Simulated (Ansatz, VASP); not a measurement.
# K: VASP beside Ansatz

Contents of INCAR:

```
PREC = Accurate ; ENCUT = 520
EDIFF = 1E-7 ; ISMEAR = 1
SIGMA = 0.052 ; LREAL = F
LASPH = T ; NELM = 100
ALGO = Normal ; ISIF = 2
LWAVE = F ; LCHARG = F
GGA = PE ; NBANDS = 16
```

The input KPOINTS:

```
Automatic mesh
0
Gamma
  6 6 6
```

Contents of POSCAR:

```
K
1.0
   -2.2081090471      2.2081090471      8.0458679461
    2.2081090471     -2.2081090471      8.0458679461
    2.2081090471      2.2081090471     -8.0458679461
K
2
Direct
    0.2500000000      0.7500000000      0.5000000000
    0.5000000000      0.5000000000      0.0000000000
```

Input for Ansatz:

```yaml
crystal:
  lattice:
    - [-2.2081090471, 2.2081090471, 8.0458679461]
    - [2.2081090471, -2.2081090471, 8.0458679461]
    - [2.2081090471, 2.2081090471, -8.0458679461]
  atoms:
    - { symbol: K, position: [0.25, 0.75, 0.5] }
    - { symbol: K, position: [0.5, 0.5, 0.0] }
basis:
  ecutwfc: 420
kpoints:
  mp_grid: { grid: [6, 6, 6] }
hamiltonian:
  xc: pbe
scf:
  occupations: { method: cold, width: 0.052 }
  eigensolver: { real_solve: false }
  max_iter: 58
output:
  forces: true
  stress: true
  eigenvalues: true
```

Alike in both runs: task single point; functional PBE; k mesh 6 × 6 × 6; no spin polarisation.

|  | VASP | Ansatz |
| --- | --- | --- |
| version | VASP 6.6.1 | Ansatz 0.2.0 |
| potentials or method | VASP PAW PBE potentials, release 64 (K_sv), cutoff 520 eV | scalar-relativistic, plane waves, PAW |
| occupations | methfessel-paxton of order 1, width 0.052 eV | cold, width 0.052 eV |
| valence electrons in the cell | 18 | 18 |

```csv
,VASP,Ansatz,Ansatz less VASP
gap on the k mesh at the Fermi level (eV),none,none,-
pressure (GPa),-0.1,-0.1,+0.01
```

A gap of «none» marks a metal or a gap that the smearing closes.
